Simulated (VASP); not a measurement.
Input of a VASP 6.6.1 run:

Contents of INCAR:

```
SYSTEM = CrCuO2
ALGO = Normal
EDIFF = 1E-6
ENCUT = 600
GGA = PE
GGA_COMPAT = .False.
ISIF = 2
ISMEAR = 0
LASPH = .True.
LCHARG = .True.
LELF = .True.
LREAL = .False.
LVHAR = .True.
LWAVE = .False.
NBANDS = 26
NELM = 120
PREC = Accurate
SIGMA = 0.05
```

File KPOINTS:

```
k-points
0
Gamma
  14 14 14
  0 0 0
```

The input POSCAR:

```
CrCuO2
1.0
    1.3508548897      0.7799164342      6.1194546344
   -1.3508548897      0.7799164342      6.1194546344
    0.0000000000     -1.5598328684      6.1194546344
Cr Cu O
1 1 2
Direct
    0.5000000000      0.5000000000      0.5000000000
    0.0000000000      0.0000000000      0.0000000000
    0.1023814869      0.1023814869      0.1023814869
    0.8976185131      0.8976185131      0.8976185131
```

Potentials or basis: VASP PAW PBE potentials, release 64 (Cr_pv, Cu, O).

Run with:

```sh
$ cat potpaw_PBE.64/Cr_pv/POTCAR potpaw_PBE.64/Cu/POTCAR potpaw_PBE.64/O/POTCAR > POTCAR
$ mpirun -np 1 vasp_std > vasp.out
```

What does it give for the largest force?

0.004 eV/Å.

Estimate the pressure.

4.2 GPa.

Stress tensor (GPa, compression positive):
```
3.99 0.00 0.00
0.00 3.99 0.00
0.00 0.00 4.52
```

Caveat: the cell stands under pressure; an odd number of electrons without spin polarisation forces a metal; a magnetic or distorted state may lie lower; the run has no spin polarisation, though such a crystal can be magnetic; semilocal functionals often make such compounds metallic where correlation or magnetic order opens a gap, which also shifts bond lengths. Spin polarisation is off, so any magnetic state and its effect on volume and gap are missing.
